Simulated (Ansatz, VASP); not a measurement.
**Ga4BiAs3 in VASP and in Ansatz**

```
CELL_PARAMETERS angstrom
5.94039 0.00000 0.00000
0.00000 5.94039 0.00000
0.00000 0.00000 5.94039
ATOMIC_POSITIONS crystal
Ga 0.26072 0.26072 0.26072
Ga 0.26072 0.73928 0.73928
Ga 0.73928 0.26072 0.73928
Ga 0.73928 0.73928 0.26072
Bi 0.00000 0.00000 0.00000
As 0.50000 0.50000 0.00000
As 0.50000 0.00000 0.50000
As 0.00000 0.50000 0.50000
```

Alike in both runs: task single point; functional LDA; k mesh 3 × 3 × 3; no spin polarisation.

```csv
,VASP,Ansatz
version,VASP 6.6.1,Ansatz 0.2.0
potentials or method,"VASP PAW LDA potentials, release 64 (Ga_d, Bi_d, As)","plane waves, PAW"
plane-wave cutoff (eV),520,420
occupations,"methfessel-paxton of order 1, width 0.05 eV","cold, width 0.05 eV"
valence electrons in the cell,82,112
```

```csv
,VASP,Ansatz,Ansatz less VASP
gap on the k mesh at the Fermi level (eV),none,none,-
rms of the force components (eV/Å),0.021,0.021,-0.0003
```

LDA's correlation is that of Perdew and Zunger in VASP and of Perdew and Wang (1992) in Ansatz. Atom by atom the forces differ by 0.000 eV/Å (rms over components). A gap of «none» marks a metal or a gap that the smearing closes. VASP's potentials hold 82 valence electrons a cell and Ansatz's 112, so a difference there can come from the potentials and not from the codes.

Spin-orbit coupling is off throughout.
